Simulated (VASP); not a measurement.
# InGa2O (R-3m) in VASP: further runs, part 2 of 2

VASP 6.6.1.

## Step 3: Single point, PBE

This run uses another cell than the first one, of 22.23 Å³/atom, 1.289 times its volume.

INCAR

```
PREC = Accurate ; ENCUT = 520
EDIFF = 1E-7 ; ISMEAR = 0
SIGMA = 0.1 ; LREAL = F
LASPH = T ; NELM = 60
ALGO = Normal ; ISIF = 2
LWAVE = F ; LCHARG = F
GGA = PE ; NBANDS = 30
```

KPOINTS

```
Automatic mesh
0
Gamma
  6 6 6
```

POSCAR

```
InGa2O
1.0
    2.6409878283      1.5247750319      3.6800553853
   -2.6409878283      1.5247750319      3.6800553853
    0.0000000000     -3.0495500688      3.6800553832
In Ga O
1 2 1
Direct
    0.5000000000      0.5000000000      0.5000000000
    0.8348408181      0.8348408181      0.8348408181
    0.1651591819      0.1651591819      0.1651591819
    0.0000000000      0.0000000000      0.0000000000
```

Potentials or basis: VASP PAW PBE potentials, release 64 (In_d, Ga_d, O).

Started as:

```sh
> cat potpaw_PBE.64/In_d/POTCAR potpaw_PBE.64/Ga_d/POTCAR potpaw_PBE.64/O/POTCAR > POTCAR
> mpirun -np 1 vasp_std > vasp.out
```

Run time: 80 s. Hardware: 1 thread of Intel Xeon 6975P-C, shared host; peak memory 0.25 GiB.

The run converged. Its results:

```
Free energy   : -14.7316 eV
Pressure      : 0.0 GPa
Largest force : 0.032 eV/Å
```

Forces on the atoms (eV/Å):
```
In   0.000  0.000  0.000
Ga   0.000  0.000 -0.032
Ga   0.000  0.000  0.032
O    0.000  0.000  0.000
```

Stress tensor (GPa, compression positive):
```
-0.08  0.00  0.00
 0.00 -0.08  0.00
 0.00  0.00  0.30
```

Levels at points of the mesh, in eV from the Fermi level:
```tsv
k point	band 20	band 21	band 22	band 23	band 24	band 25	band 26	band 27
(0.00, 0.00, 0.00)	-2.97	-0.36	-0.25	0.38	0.38	1.19	1.19	3.59
(0.50, 0.00, 0.00)	-2.78	-2.08	-1.41	-0.53	2.18	3.75	4.11	5.23
(0.50, 0.50, 0.00)	-3.75	-2.85	-1.73	-0.04	1.53	3.70	5.09	5.57
(0.50, 0.50, 0.50)	-3.37	-2.56	-0.85	-0.13	-0.13	1.13	1.87	1.87
```

Caveat: spin-orbit coupling is left out, which moves the levels of the heavy elements; an odd number of electrons without spin polarisation forces a metal; a magnetic or distorted state may lie lower.

## Step 4: Relaxation of cell and atoms, PBE

INCAR

```
SYSTEM = InGa2O
PREC = Accurate
ENCUT = 600
EDIFF = 1E-7
ISMEAR = 0
SIGMA = 0.1
LREAL = .False.
LASPH = .True.
NELM = 80
ALGO = Normal
ISIF = 3
LWAVE = .False.
LCHARG = .False.
GGA = PE
IBRION = 2
NSW = 90
EDIFFG = -0.04
```

KPOINTS

```
regular mesh
0
Gamma
  6 6 6
  0 0 0
```

POSCAR

```
InGa2O
1.0
    2.3439553500      1.3532832500      3.6252330300
   -2.3439553500      1.3532832500      3.6252330300
    0.0000000000     -2.7065665100      3.6252330300
In Ga O
1 2 1
Direct
    0.5000000000      0.5000000000      0.5000000000
    0.8209138500      0.8209138500      0.8209138500
    0.1790861500      0.1790861500      0.1790861500
    0.0000000000      0.0000000000      0.0000000000
```

Started as:

```sh
> cat potpaw_PBE.64/In_d/POTCAR potpaw_PBE.64/Ga_d/POTCAR potpaw_PBE.64/O/POTCAR > POTCAR
> mpirun -np 1 vasp_std > vasp.out
```

Run time: 6 min. Hardware: 1 thread of Intel Xeon 6975P-C, shared host; peak memory 0.26 GiB.

The run converged. Its results:

```yaml
Free_energy: -14.7261 eV
Relaxed_volume: 21.38 Å³/atom
Relaxed_cell: a = 4.657 Å, b = 4.657 Å, c = 4.657 Å, α = 69.46°, β = 69.46°, γ = 69.46°
Space_group_after_relaxing_to_0.05_Å: R-3m (No. 166)
Energy_gained_by_relaxing: 222.6 meV/atom
Ionic_steps: 7
Pressure_after_relaxing: 0.0 GPa
Largest_force_after_relaxing: 0.017 eV/Å
```

Forces in eV/Å, atoms in the order of the input:
```
In   0.000  0.000  0.000
Ga   0.000  0.000 -0.017
Ga   0.000  0.000  0.017
O    0.000  0.000  0.000
```

Step by step:
| step | energy change (eV) | largest force (eV/Å) | pressure (GPa) | volume (Å³) |
| --- | --- | --- | --- | --- |
| 1 | 0.0000 | 0.8308 | 9.87 | 69.00 |
| 2 | -0.8173 | 0.3653 | 1.47 | 79.85 |
| 3 | -0.8847 | 0.0464 | 0.52 | 83.54 |
| 4 | -0.8899 | 0.0885 | 0.37 | 84.88 |
| 5 | -0.8898 | 0.1228 | 0.30 | 85.20 |
| 6 | -0.8895 | 0.1021 | -0.33 | 85.90 |
| 7 | -0.8906 | 0.0175 | -0.04 | 85.52 |

Final structure:
```cif
data_structure
_symmetry_space_group_name_H-M 'P 1'
_symmetry_Int_Tables_number 1
_cell_length_a 4.6569
_cell_length_b 4.6569
_cell_length_c 4.6569
_cell_angle_alpha 69.461
_cell_angle_beta 69.461
_cell_angle_gamma 69.461
_cell_volume 85.52
loop_
_atom_site_label
_atom_site_type_symbol
_atom_site_fract_x
_atom_site_fract_y
_atom_site_fract_z
_atom_site_occupancy
In1 In 0.50000 0.50000 0.50000 1
Ga1 Ga 0.82614 0.82614 0.82614 1
Ga2 Ga 0.17386 0.17386 0.17386 1
O1 O 0.00000 0.00000 0.00000 1
```

Levels at points of the mesh, in eV from the Fermi level:
| k point | band 20 | band 21 | band 22 | band 23 | band 24 | band 25 |
| --- | --- | --- | --- | --- | --- | --- |
| (0.00, 0.00, 0.00) | -3.00 | -0.50 | 0.03 | 0.40 | 0.40 | 1.40 |
| (0.50, 0.00, 0.00) | -2.80 | -2.06 | -1.19 | -0.31 | 2.16 | 3.56 |
| (0.50, 0.50, 0.00) | -3.80 | -3.05 | -1.66 | 0.04 | 1.53 | 3.78 |
| (0.50, 0.50, 0.50) | -3.28 | -3.04 | -1.06 | -0.23 | -0.23 | 1.68 |

Caveat: the volume moved by over 15 % at a fixed basis, so the end points are rough; spin-orbit coupling is left out, which moves the levels of the heavy elements; an odd number of electrons without spin polarisation forces a metal; a magnetic or distorted state may lie lower.

## Step 5: Single point, PBE, collinear spin, ferromagnetic start

INCAR

```
PREC = Accurate
ENCUT = 520
EDIFF = 1E-6
ISMEAR = 0
SIGMA = 0.1
LREAL = F
LASPH = T
NELM = 150
ALGO = Normal
ISIF = 2
LWAVE = F
LCHARG = F
ISPIN = 2
MAGMOM = 0 0 0 1
LORBIT = 11
GGA = PE
NBANDS = 34
```

KPOINTS

```
regular mesh
0
Gamma
  6 6 6
```

POSCAR is that of step 4.

Started as:

```sh
> cat potpaw_PBE.64/In_d/POTCAR potpaw_PBE.64/Ga_d/POTCAR potpaw_PBE.64/O/POTCAR > POTCAR
> mpirun -np 1 vasp_std > vasp.out
```

It took 2.5 min on 1 thread of Intel Xeon 6975P-C, shared host; peak memory 0.31 GiB.

The run converged. Its results:

```
Free energy                                           : -13.8338 eV
Pressure                                              : 10.0 GPa
Largest force                                         : 0.829 eV/Å
Net moment                                            : 0.00 μB per cell
Valence electrons inside the program's atomic spheres : In 11.49; Ga 11.67; O 4.95
```

Forces in eV/Å, atoms in the order of the input:
```
In   0.000  0.000  0.000
Ga   0.000  0.000  0.829
Ga   0.000  0.000 -0.829
O    0.000  0.000  0.000
```

Stress tensor (GPa, compression positive):
```
17.15  0.00  0.00
 0.00 17.15  0.00
 0.00  0.00 -4.41
```

Levels at points of the mesh, in eV from the Fermi level:
Spin up:
```csv
k point,band 21,band 22,band 23,band 24,band 25,band 26
"(0.00, 0.00, 0.00)",-0.20,0.22,0.22,1.17,1.17,1.50
"(0.50, 0.00, 0.00)",-2.36,-1.40,-0.06,2.07,4.45,4.56
"(0.50, 0.50, 0.00)",-2.58,-1.11,0.09,1.62,3.86,7.35
"(0.50, 0.50, 0.50)",-2.57,-0.24,-0.24,0.41,2.01,2.01
```
Spin down:
```tsv
k point	band 21	band 22	band 23	band 24	band 25	band 26
(0.00, 0.00, 0.00)	-0.20	0.22	0.22	1.17	1.17	1.50
(0.50, 0.00, 0.00)	-2.36	-1.40	-0.06	2.07	4.45	4.56
(0.50, 0.50, 0.00)	-2.58	-1.11	0.09	1.62	3.86	7.35
(0.50, 0.50, 0.50)	-2.57	-0.24	-0.24	0.41	2.01	2.01
```

Caveat: spin-orbit coupling is left out, which moves the levels of the heavy elements.

## Step 6: Single point, PBE, collinear spin, ferromagnetic start

This run uses another cell than the first one, of 22.23 Å³/atom, 1.289 times its volume.

INCAR

```
SYSTEM = InGa2O
  PREC = Accurate
  ENCUT = 520
  EDIFF = 1E-7
  ISMEAR = 0
  SIGMA = 0.1
  LREAL = .FALSE.
  LASPH = .TRUE.
  NELM = 150
  ALGO = Normal
  ISIF = 2
  LWAVE = .FALSE.
  LCHARG = .TRUE.
  ISPIN = 2
  MAGMOM = 0 0 0 1
  LORBIT = 11
  GGA = PE
  LELF = .TRUE.
  LVHAR = .TRUE.
  NBANDS = 34
```

KPOINTS

```
regular mesh
0
G
  6 6 6
  0 0 0
```

POSCAR

```
InGa2O
1.0
    2.6409878283      1.5247750336      3.6800553846
   -2.6409878283      1.5247750336      3.6800553846
    0.0000000000     -3.0495500671      3.6800553846
In Ga O
1 2 1
Direct
    0.5000000000      0.5000000000      0.5000000000
    0.8348408181      0.8348408181      0.8348408181
    0.1651591819      0.1651591819      0.1651591819
    0.0000000000      0.0000000000      0.0000000000
```

Potentials or basis: VASP PAW PBE potentials, release 64 (In_d, Ga_d, O).

Started as:

```sh
> cat potpaw_PBE.64/In_d/POTCAR potpaw_PBE.64/Ga_d/POTCAR potpaw_PBE.64/O/POTCAR > POTCAR
> mpirun -np 1 vasp_std > vasp.out
```

It took 3.2 min on 1 thread of Intel Xeon 6975P-C, shared host; peak memory 0.34 GiB.

It converged, with:

```yaml
Free_energy: -14.7316 eV
Pressure: 0.0 GPa
Largest_force: 0.032 eV/Å
Net_moment: 0.00 μB per cell
Valence_electrons_inside_the_program's_atomic_spheres: In 11.28; Ga 11.59; O 5.00
```

Forces in eV/Å, atoms in the order of the input:
```
In   0.000  0.000  0.000
Ga   0.000  0.000 -0.032
Ga   0.000  0.000  0.032
O    0.000  0.000  0.000
```

Stress tensor (GPa, compression positive):
```
-0.09  0.00  0.00
 0.00 -0.09  0.00
 0.00  0.00  0.29
```

Levels at points of the mesh, in eV from the Fermi level:
Spin up:
| k point | band 21 | band 22 | band 23 | band 24 | band 25 | band 26 |
| --- | --- | --- | --- | --- | --- | --- |
| (0.00, 0.00, 0.00) | -0.36 | -0.25 | 0.38 | 0.38 | 1.19 | 1.19 |
| (0.50, 0.00, 0.00) | -2.08 | -1.41 | -0.53 | 2.18 | 3.75 | 4.11 |
| (0.50, 0.50, 0.00) | -2.85 | -1.73 | -0.04 | 1.53 | 3.70 | 5.09 |
| (0.50, 0.50, 0.50) | -2.56 | -0.85 | -0.13 | -0.13 | 1.13 | 1.87 |
Spin down:
```
           k point  band 19  band 20  band 21  band 22  band 23  band 24  band 25  band 26  band 27  band 28
(0.00, 0.00, 0.00)    -2.97    -2.97    -0.36    -0.25     0.38     0.38     1.19     1.19     3.59     5.39
(0.50, 0.00, 0.00)    -5.36    -2.78    -2.08    -1.41    -0.53     2.18     3.75     4.11     5.23     5.60
(0.50, 0.50, 0.00)    -4.06    -3.75    -2.85    -1.73    -0.04     1.53     3.70     5.09     5.57     5.82
(0.50, 0.50, 0.50)    -3.37    -3.37    -2.56    -0.85    -0.13    -0.13     1.13     1.87     1.87     8.97
```

Caveat: spin-orbit coupling is left out, which moves the levels of the heavy elements.

## Step 7: Summary

| task | spin | cell | cutoff (eV) | gap on the mesh (eV) | pressure (GPa) | moment (μB) | largest force (eV/Å) |
| --- | --- | --- | --- | --- | --- | --- | --- |
| single point | off | a = 4.524 Å, angles 62.4°, 4 atoms | 520 | none | 9.9 | - | 0.83 |
| single point | off | a = 4.779 Å, angles 67.1°, 4 atoms | 520 | none | 0.0 | - | 0.03 |
| relaxation of cell and atoms | off | relaxed from a = 4.524 Å, angles 62.4°, 4 atoms | 600 | none | 0.0 | - | 0.02 |
| single point | collinear, ferromagnetic start | a = 4.524 Å, angles 62.4°, 4 atoms | 520 | none | 10.0 | 0.00 | 0.83 |
| single point | collinear, ferromagnetic start | a = 4.779 Å, angles 67.1°, 4 atoms | 520 | none | 0.0 | 0.00 | 0.03 |

Alike in all rows: level PBE; potentials or basis VASP PAW PBE potentials, release 64 (In_d, Ga_d, O); k mesh 6 × 6 × 6; smearing gaussian 0.1 eV.

Caveats: spin-orbit coupling is left out, which moves the levels of the heavy elements; an odd number of electrons without spin polarisation forces a metal (some runs); a magnetic or distorted state may lie lower (some runs); the volume moved by over 15 % at a fixed basis, so the end points are rough (some runs).

Absolute energies hang on the potentials; compare differences alone.
